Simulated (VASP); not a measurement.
# Al (P6/mmm) in VASP: a series of runs

The runs below take Al through single point, relaxation of cell and atoms, with PBE.

Program: VASP 6.6.1. These are calculated values, not measurements. Logs are shortened: lines on timing, memory, paths and dates and some standing lists are left out, and cuts for length are marked.

**1. The cell of the first run**

It takes space group P6/mmm (No. 191, hexagonal). Conventional cell: a = 2.464 Å, b = 2.464 Å, c = 2.437 Å, α = 90.00°, β = 90.00°, γ = 120.00°. Within 3.2 Å of Al (site symmetry 6/mmm) lie 8 Al at 2.44 to 2.46 Å.

**2. Single point, PBE**

INCAR

```
SYSTEM = Al
PREC = Accurate
ENCUT = 520
EDIFF = 1E-6
ISMEAR = -1
SIGMA = 0.1
LREAL = .False.
LASPH = .True.
NELM = 80
ALGO = Normal
ISIF = 2
LWAVE = .False.
LCHARG = .False.
GGA = PE
NBANDS = 8
```

KPOINTS

```
regular mesh
0
Gamma
  18 18 16
  0 0 0
```

POSCAR

```
Al
1.0
    2.4636811778      0.0000000000      0.0000000000
   -1.2318405889      2.1336104868      0.0000000000
    0.0000000000      0.0000000000      2.4373823651
Al
1
Direct
    0.0000000000      0.0000000000      0.0000000000
```

Potentials or basis: VASP PAW PBE potentials, release 64 (Al).

Started as:

```sh
$ cat potpaw_PBE.64/Al/POTCAR > POTCAR
$ mpirun -np 1 vasp_std > vasp.out
```

OUTCAR:

```text
SYSTEM = Al
   PREC = Accurate
   ENCUT = 520
   EDIFF = 1E-6
   ISMEAR = -1
   LREAL = .False.
   LASPH = .True.
   NELM = 80
   ISIF = 2
   GGA = PE

 ion  position               nearest neighbor table
   1  0.000  0.000  0.000-

  LATTYP: Found a hexagonal cell.
 ALAT       =     2.4636811778
 C/A-ratio  =     0.9893253994

  Lattice vectors:

 A1 = (   2.4636811778,   0.0000000000,   0.0000000000)
 A2 = (  -1.2318405889,   2.1336104868,   0.0000000000)
 A3 = (   0.0000000000,   0.0000000000,   2.4373823651)

Analysis of symmetry for initial positions (statically):
=====================================================================
 Subroutine PRICEL returns:
 Original cell was already a primitive cell.

 Routine SETGRP: Setting up the symmetry group for a
 hexagonal supercell.

 Subroutine GETGRP returns: Found 24 space group operations
 (whereof 24 operations were pure point group operations)
 out of a pool of 24 trial point group operations.

The static configuration has the point symmetry D_6h.

Analysis of symmetry for dynamics (positions and initial velocities):
=====================================================================
 Subroutine PRICEL returns:
 Original cell was already a primitive cell.

 Routine SETGRP: Setting up the symmetry group for a
 hexagonal supercell.

 Subroutine GETGRP returns: Found 24 space group operations
 (whereof 24 operations were pure point group operations)
 out of a pool of 24 trial point group operations.

The dynamic configuration has the point symmetry D_6h.

 Subroutine INISYM returns: Found 24 space group operations
 (whereof 24 operations are pure point group operations),
 and found     1 'primitive' translations

----------------------------------------------------------------------------------------

                                     Primitive cell

  volume of cell :      12.8122

  direct lattice vectors                    reciprocal lattice vectors
     2.463681178  0.000000000  0.000000000     0.405896676  0.234344555  0.000000000
    -1.231840589  2.133610487  0.000000000     0.000000000  0.468689110  0.000000000
     0.000000000  0.000000000  2.437382365     0.000000000  0.000000000  0.410276210

  length of vectors
     2.463681178  2.463681178  2.437382365     0.468689110  0.468689110  0.410276210

  position of ions in fractional coordinates (direct lattice)
     0.000000000  0.000000000  0.000000000

  ion indices of the primitive-cell ions
   primitive index   ion index
                 1           1

----------------------------------------------------------------------------------------

 KPOINTS: regular mesh

Automatic generation of k-mesh.
 Grid dimensions read from file:
 generate k-points for:   18   18   16

 Generating k-lattice:

  Cartesian coordinates                     Fractional coordinates (reciprocal lattice)
     0.022549815  0.013019142  0.000000000     0.055555556  0.000000000  0.000000000
     0.000000000  0.026038284  0.000000000     0.000000000  0.055555556  0.000000000
     0.000000000  0.000000000  0.025642263     0.000000000  0.000000000  0.062500000

  Length of vectors
     0.026038284  0.026038284  0.025642263

  Shift w.r.t. Gamma in fractional coordinates (k-lattice)
     0.000000000  0.000000000  0.000000000

 Subroutine IBZKPT returns following result:
 ===========================================

 Found    333 irreducible k-points:

 Following reciprocal coordinates:
            Coordinates               Weight
  0.000000  0.000000  0.000000      1.000000
  0.055556 -0.000000  0.000000      6.000000
  0.111111 -0.000000  0.000000      6.000000
  0.166667  0.000000  0.000000      6.000000
  0.222222  0.000000  0.000000      6.000000
  0.277778  0.000000  0.000000      6.000000
[... 16 lines left out ...]
  0.333333  0.111111  0.000000     12.000000
  0.388889  0.111111  0.000000     12.000000
 [... further k-points ...]
   k-points           NKPTS =    333   k-points in BZ     NKDIM =    333   number of bands    NBANDS=      8
   number of dos      NEDOS =    301   number of ions     NIONS =      1
   total plane-waves  NPLWV =   5832
   dimension x,y,z NGX =    18 NGY =   18 NGZ =   18
   dimension x,y,z NGXF=    36 NGYF=   36 NGZF=   36
   ions per type =               1
   NGX,Y,Z   is equivalent  to a cutoff of  12.15, 12.15, 12.28 a.u.
   NGXF,Y,Z  is equivalent  to a cutoff of  24.29, 24.29, 24.55 a.u.
 SYSTEM =  Al
   PREC   = accura    normal or accurate (medium, high low for compatibility)
   ISTART =      0    job   : 0-new  1-cont  2-samecut
   ICHARG =      2    charge: 1-file 2-atom 10-const
   ISPIN  =      1    spin polarized calculation?
   LNONCOLLINEAR =      F non collinear calculations
   LSORBIT =      F    spin-orbit coupling
   LASPH  =      T    aspherical Exc in radial PAW
   ENCUT  =  520.0 eV  38.22 Ry    6.18 a.u.   4.58  4.58  4.53*2*pi/ulx,y,z
   NELM   =     80;   NELMIN=  2; NELMDL= -5     # of ELM steps
   EDIFF  = 0.1E-05   stopping-criterion for ELM
   LREAL  =      F    real-space projection
   EDIFFG = 0.1E-04   stopping-criterion for IOM
   NSW    =      0    number of steps for IOM
   IBRION =     -1    ionic relax: 0-MD 1-quasi-New 2-CG
   NFREE  =      0    steps in history (QN), initial steepest desc. (CG)
   ISIF   =      2    stress and relaxation
   ISYM   =      2    0-nonsym 1-usesym 2-fastsym
   POTIM  = 0.5000    time-step for ionic-motion
   TEBEG  =    0.0;   TEEND  =   0.0 temperature during run
   PSTRESS=    0.0 pullay stress
   NELECT =       3.0000    total number of electrons
   NUPDOWN=      -1.0000    fix difference up-down
   EMIN   =  10.00;   EMAX   =-10.00  energy-range for DOS
   EFERMI =   0.00;   METHOD = LEGACY
   ISMEAR =    -1;   SIGMA  =   0.10  broadening in eV -4-tet -1-fermi 0-gaus
   EFERMI_NEDOS =   21; number of points for ismear=-14 and -15
   IALGO  =     38    algorithm
   IMIX   =      4    mixing-type and parameters
     AMIX     =   0.40;   BMIX     =  1.00
     AMIX_MAG =   1.60;   BMIX_MAG =  1.00
  volume/ion in A,a.u.               =      12.81        86.46
  Fermi-wavevector in a.u.,A,eV,Ry     =   1.009038  1.906805 13.852874  1.018157
  Thomas-Fermi vector in A             =   2.141942
   LORBIT       =      0    0 simple, 1 ext, 2 COOP (PROOUT), +10 PAW based schemes
   GGA     = PE    functional components
   LHFCALC =     F    Hartree Fock is set to
   AEXX    =    0.0000 exact exchange contribution
   IVDW    =     0    specifies the selected vdW correction
   LEPSILON=     F    determine dielectric tensor
   LRPA    =     F    only Hartree local field effects (RPA)
 non-spin polarized calculation
  energy-cutoff  :      520.00
  volume of cell :       12.81
 maximum number of plane-waves:       360
   NGX =  9   NGY =  9   NGZ =  9

 number of electron       3.0000000 magnetization

 Free energy of the ion-electron system (eV)
  ---------------------------------------------------
  ext. energy  EPLUGINS =         0.00000000
  ---------------------------------------------------
  free energy    TOTEN  =        -2.80161273 eV

  energy without entropy =       -2.78791474  energy(sigma->0) =       -2.79476373

 E-fermi :  10.6796     XC(G=0): -11.1232

 val. band max:       10.6512733702   @ k =   0.3889   0.0556   0.3125
 cond. band min:      10.6855323952   @ k =   0.3333   0.3333   0.3750
 fundamental gap:      0.0342590250
 Fermi energy:        10.6796350086

 k-point     1 :       0.0000    0.0000    0.0000
  band No.  band energies     occupation
      1      -2.1174      2.00000
      2      19.1181      0.00000
      3      21.4236      0.00000
      4      25.7784      0.00000
      5      25.7784      0.00000
      6      28.5559      0.00000
      7      28.5559      0.00000
      8      30.2651      0.00000

 k-point     2 :       0.0556   -0.0000    0.0000
  band No.  band energies     occupation
      1      -2.0173      2.00000
      2      19.0987      0.00000
      3      21.5004      0.00000
      4      24.2977      0.00000
      5      25.2656      0.00000
      6      28.5681      0.00000
      7      29.2309      0.00000
      8      31.6365      0.00000

 k-point     3 :       0.1111   -0.0000    0.0000
  band No.  band energies     occupation
      1      -1.7176      2.00000
      2      18.9311      0.00000
      3      21.7312      0.00000
      4      22.0084      0.00000
      5      24.3385      0.00000
      6      28.1570      0.00000
      7      30.6433      0.00000
      8      34.2386      0.00000

 k-point     4 :       0.1667    0.0000    0.0000
  band No.  band energies     occupation
      1      -1.2200      2.00000
      2      17.9886      0.00000
      3      20.4463      0.00000
      4      22.1162      0.00000
      5      23.4271      0.00000
      6      27.7149      0.00000
      7      32.3586      0.00000
      8      36.7207      0.00000

 k-point     5 :       0.2222    0.0000    0.0000
  band No.  band energies     occupation
      1      -0.5277      2.00000
      2      15.9640      0.00000
      3      20.0137      0.00000
      4      22.6267      0.00000
      5      22.6556      0.00000
      6      27.4963      0.00000
      7      34.2723      0.00000
      8      36.9869      0.00000
[... 177 lines left out ...]
 k-point    22 :       0.2778    0.1111    0.0000
  band No.  band energies     occupation
      1       1.7118      2.00000
      2      11.7718      0.00004
      3      16.5479      0.00000
      4      24.0095      0.00000
      5      24.4275      0.00000
      6      29.2539      0.00000
      7      33.3499      0.00000
      8      35.7666      0.00000

 k-point    23 :       0.3333    0.1111    0.0000
  band No.  band energies     occupation
      1       2.9508      2.00000
      2       9.7314      1.99985
      3      16.1745      0.00000
      4      24.2447      0.00000
      5      25.4060      0.00000
      6      29.6669      0.00000
      7      31.5970      0.00000
      8      35.6951      0.00000

 k-point    24 :       0.3889    0.1111    0.0000
  band No.  band energies     occupation
      1       4.3395      2.00000
      2       7.8582      2.00000
      3      15.9437      0.00000
      4      24.3627      0.00000
      5      26.4475      0.00000
      6      30.0787      0.00000
      7      30.3695      0.00000
      8      34.3362      0.00000

 [... further k-points ...]
[... 5 lines left out ...]
  --------------------------------------------------------------------------------------
  -------------------------------------------------------------------------------------
  Total        4.3257952      4.3257952      4.3272339      0.0000000      0.0000000      0.0000000
  in kB      540.9451472    540.9451472    541.1250542      0.0000000      0.0000000      0.0000000
  external PRESSURE =     541.0051162 kB  Pullay stress =       0.0000000 kB

 VOLUME and BASIS-vectors are now :
 -----------------------------------------------------------------------------
  energy-cutoff  :      520.00
  volume of cell :       12.81
      direct lattice vectors                 reciprocal lattice vectors
     2.463681178  0.000000000  0.000000000     0.405896676  0.234344555  0.000000000
    -1.231840589  2.133610487  0.000000000     0.000000000  0.468689110  0.000000000
     0.000000000  0.000000000  2.437382365     0.000000000  0.000000000  0.410276210

 POSITION                                       TOTAL-FORCE (eV/Angst)
 -----------------------------------------------------------------------------------
      0.00000      0.00000      0.00000        -0.000000      0.000000      0.000000
 -----------------------------------------------------------------------------------
    total drift:                                0.000000      0.000000      0.000000

  FREE ENERGIE OF THE ION-ELECTRON SYSTEM (eV)
  ---------------------------------------------------
  free  energy   TOTEN  =        -2.8016127291 eV

  energy  without entropy=       -2.7879147360  energy(sigma->0) =       -2.79476373
```

Run time: 14 s. Hardware: 1 thread of Intel Xeon 6975P-C, shared host; peak memory 0.13 GiB.

What came out:

```
Free energy : -2.8016 eV
Pressure    : 54.1 GPa
```

**3. Single point, PBE**

INCAR: that of step 2 with these lines changed.

```diff
@@ -8,3 +8,3 @@
 LASPH = .True.
-NELM = 80
+NELM = 100
 ALGO = Normal
```

KPOINTS is that of step 2.

POSCAR

```
Al
1.0
    2.4627423513      0.0000000000      0.0000000000
   -1.2313711757      2.1327974392      0.0000000000
    0.0000000000      0.0000000000      2.4364732826
Al
1
Direct
    0.0000000000      0.0000000000      0.0000000000
```

Potentials or basis: VASP PAW PBE potentials, release 64 (Al).

Started as:

```sh
$ cat potpaw_PBE.64/Al/POTCAR > POTCAR
$ mpirun -np 1 vasp_std > vasp.out
```

It took 12 s on 1 thread of Intel Xeon 6975P-C, shared host; peak memory 0.13 GiB.

The run converged. Its results:

```yaml
Free_energy: -2.7967 eV
Pressure: 54.4 GPa
```

Levels at points of the mesh, in eV from the Fermi level:
| k point | band 1 | band 2 | band 3 | band 4 | band 5 |
| --- | --- | --- | --- | --- | --- |
| (0.00, 0.00, 0.00) | -12.81 | 8.44 | 10.75 | 15.11 | 15.11 |
| (0.50, 0.00, 0.00) | -5.46 | -4.42 | 8.76 | 10.10 | 16.13 |
| (0.00, 0.00, 0.50) | -6.97 | -6.55 | 18.17 | 18.17 | 20.45 |
| (0.50, 0.00, 0.50) | -0.74 | 0.60 | 1.34 | 2.18 | 14.95 |

(Part 1 of 2 ends here.)
